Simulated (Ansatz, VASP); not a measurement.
**InSb3 in VASP and in Ansatz**

POSCAR

```
InSb3
1.0
    4.7905259581      0.0000000000      0.0000000000
    0.0000000000      4.7905259581      0.0000000000
    0.0000000000      0.0000000000      4.7905259581
In Sb
1 3
Direct
    0.0110703937      0.0110703937      0.0000000000
    0.5000000000      0.0000000000      0.5000000000
    0.0000000000      0.5000000000      0.5000000000
    0.5000000000      0.5000000000      0.0000000000
```

The input INCAR.step1:

```
PREC = Accurate
ENCUT = 550
ISMEAR = 0
SIGMA = 0.15
LREAL = F
LASPH = T
NELM = 120
NBANDS = 22
GGA = PE
ALGO = Normal
EDIFF = 1E-5
LWAVE = T
LCHARG = F
GGA_COMPAT = F
```

File INCAR.step2:

```
PREC = Accurate
ENCUT = 550
EDIFF = 1E-6
ISMEAR = 0
SIGMA = 0.15
LREAL = F
LASPH = T
NELM = 120
ALGO = Normal
ISIF = 2
LWAVE = F
LCHARG = F
METAGGA = R2SCAN
LMIXTAU = T
NBANDS = 22
ISTART = 1
GGA_COMPAT = F
```

The input KPOINTS:

```
Automatic mesh
0
Gamma
  10 10 10
```

Input for Ansatz:

```yaml
crystal:
  lattice:
    - [4.7905259581, 0.0, 0.0]
    - [0.0, 4.7905259581, 0.0]
    - [0.0, 0.0, 4.7905259581]
  atoms:
    - { symbol: In, position: [0.0110703937, 0.0110703937, 0.0] }
    - { symbol: Sb, position: [0.5, 0.0, 0.5] }
    - { symbol: Sb, position: [0.0, 0.5, 0.5] }
    - { symbol: Sb, position: [0.5, 0.5, 0.0] }
basis:
  ecutwfc: 500
kpoints:
  mp_grid: { grid: [10, 10, 10] }
hamiltonian:
  xc: r2scan
scf:
  occupations: { method: gaussian, width: 0.15 }
output:
  forces: true
  stress: true
  eigenvalues: true
```

Change from the starting cell: all In atoms moved +0.075 Å, as atom 1 along Cartesian [1 1 0].

Alike in both runs: task single point; functional r2SCAN; k mesh 10 × 10 × 10; occupations gaussian, width 0.15 eV; no spin polarisation.

```csv
,VASP,Ansatz
version,VASP 6.6.1,Ansatz 0.2.0
potentials or method,"VASP PAW PBE potentials, release 64 (In_d, Sb), cutoff 550 eV","scalar-relativistic, plane waves, PAW"
valence electrons in the cell,28,58
```

|  | VASP | Ansatz | Ansatz less VASP |
| --- | --- | --- | --- |
| gap on the k mesh at the Fermi level (eV) | none | none | - |
| pressure (GPa) | 0.0 | 0.0 | +0.04 |
| rms of the force components (eV/Å) | 0.042 | 0.042 | -0.0004 |

VASP's potentials were made for PBE, not for r2SCAN. Atom by atom the forces differ by 0.000 eV/Å (rms over components). A gap of «none» marks a metal or a gap that the smearing closes. VASP's potentials hold 28 valence electrons a cell and Ansatz's 58, so a difference there can come from the potentials and not from the codes.

Neither program's run includes spin-orbit coupling.
